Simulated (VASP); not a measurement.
Here is a VASP 6.6.1 calculation.

File INCAR:

```
ALGO = Normal ; EDIFF = 1E-6
ENCUT = 520 ; GGA = PE
ISIF = 2 ; ISMEAR = 0
ISPIN = 2 ; LASPH = True
LCHARG = False ; LDAU = True
LDAUJ = 0 0 ; LDAUL = 2 -1
LDAUPRINT = 1 ; LDAUTYPE = 2
LDAUU = 3.9 0 ; LMAXMIX = 4
LORBIT = 11 ; LREAL = False
LWAVE = False ; MAGMOM = 5 0
NBANDS = 20 ; NELM = 150
PREC = Accurate ; SIGMA = 0.05
```

Contents of KPOINTS:

```
k-points
0
Gamma
  12 12 12
```

File POSCAR:

```
MnO
1.0
    1.5746100000      0.9091015100      2.5304666700
   -1.5746100000      0.9091015100      2.5304666700
    0.0000000000     -1.8182030100      2.5304666700
Mn O
1 1
Direct
    1.0000000000      0.0000000000      0.0000000000
    0.5000000000      0.5000000000      0.5000000000
```

Potentials or basis: VASP PAW PBE potentials, release 64 (Mn_pv, O).

Launch:

```sh
$ cat potpaw_PBE.64/Mn_pv/POTCAR potpaw_PBE.64/O/POTCAR > POTCAR
$ mpirun -np 1 vasp_std > vasp.out
```

Question: Predict the net moment.

Answer: 5.00 μB per cell.

Question: Estimate the band gap on the k mesh.

Answer: 0.21 eV (least direct gap 2.71 eV).

Eigenvalues of the final occupation matrices:
| site | spin | trace | eigenvalues |
| --- | --- | --- | --- |
| site 1 d | 1 | 4.78 | 0.94 0.94 0.94 0.98 0.98 |
| site 1 d | 2 | 0.21 | 0.02 0.02 0.02 0.07 0.07 |

Caveat: a cell with one magnetic atom can't hold antiferromagnetic order, which such compounds often take. A k mesh can miss the band edges.
